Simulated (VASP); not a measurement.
Runs of VASP 6.6.1 on Ce. The structure is that of space group Fm-3m (No. 225), or close to it. The cells are those of the table. 

| cell | k mesh | cutoff (eV) | smearing | gap on the mesh (eV) | pressure (GPa) |
| --- | --- | --- | --- | --- | --- |
| a = 3.286 Å, angles 60.0°, 1 atom | 16 × 16 × 16 | 520 | fermi-dirac 0.1 eV | none | -4.0 |
| a = 3.203 Å, angles 60.0°, 1 atom | 12 × 12 × 12 | 500 | fermi-dirac 0.03 eV | none | -0.9 |
| a = 3.203 Å, angles 60.0°, 1 atom | 12 × 12 × 12 | 500 | fermi-dirac 0.2 eV | none | 1.0 |
| a = 3.203 Å, angles 60.0°, 1 atom | 12 × 12 × 12 | 500 | fermi-dirac 0.1 eV | none | -0.9 |
| a = 3.203 Å, angles 60.0°, 1 atom | 7 × 7 × 7 | 500 | fermi-dirac 0.1 eV | none | -0.3 |
| a = 3.245 Å, angles 60.0°, 1 atom | 16 × 16 × 16 | 520 | fermi-dirac 0.1 eV | none | (a) |

Alike in all rows: task single point; level LDA; potentials or basis VASP PAW LDA potentials, release 64 (Ce); no spin polarisation.

Task: Fill in the values left out.

Result: (a) -2.5.

Caveats: spin-orbit coupling is left out, which moves the levels of the heavy elements; semilocal functionals describe open f shells poorly, which spoils levels, moments and volumes; the cell stands under tension (at least some runs).

A k mesh can miss the band edges, and the runs leave out spin-orbit coupling on Ce.

A gap of «none» marks levels without a gap at the run's occupations.
